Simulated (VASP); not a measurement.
A run of VASP 6.6.1 is set up as follows.

INCAR

```
ALGO = Normal ; DIPOL = 0.5 0.5 0.500
EDIFF = 1E-7 ; ENCUT = 520
GGA = PE ; IDIPOL = 3
ISIF = 2 ; ISMEAR = 0
IVDW = 12 ; LASPH = T
LCHARG = F ; LDIPOL = T
LREAL = F ; LWAVE = F
NBANDS = 18 ; NELM = 100
PREC = Accurate ; SIGMA = 0.1
```

The input KPOINTS:

```
k-points
0
Gamma
  6 6 1
```

POSCAR

```
PtSe2
1.0
    3.7714571386      0.0000000000      0.0000000000
   -1.8857285693      3.2661776913      0.0000000000
    0.0000000000      0.0000000000     31.1215005317
Se Pt
2 1
Direct
    0.6666666667      0.3333333333      0.4588588239
    0.3333333333      0.6666666667      0.5411411761
    0.0000000000      0.0000000000      0.5000000000
```

Potentials or basis: VASP PAW PBE potentials, release 64 (Se, Pt).

The run is started by

```console
$ cat potpaw_PBE.64/Se/POTCAR potpaw_PBE.64/Pt/POTCAR > POTCAR
$ mpirun -np 1 vasp_std > vasp.out
```

Estimate the band gap on the k mesh.

1.64 eV, indirect (least direct gap 1.75 eV).

Estimate the dispersion energy per atom.

-0.290 eV.

What does it give for the largest force?

0.081 eV/Å.

Forces in eV/Å, atoms in the order of the input:
```
Se   0.000  0.000 -0.081
Se   0.000  0.000  0.081
Pt   0.000  0.000  0.000
```

Caveat: spin-orbit coupling is left out, which moves the levels of the heavy elements.
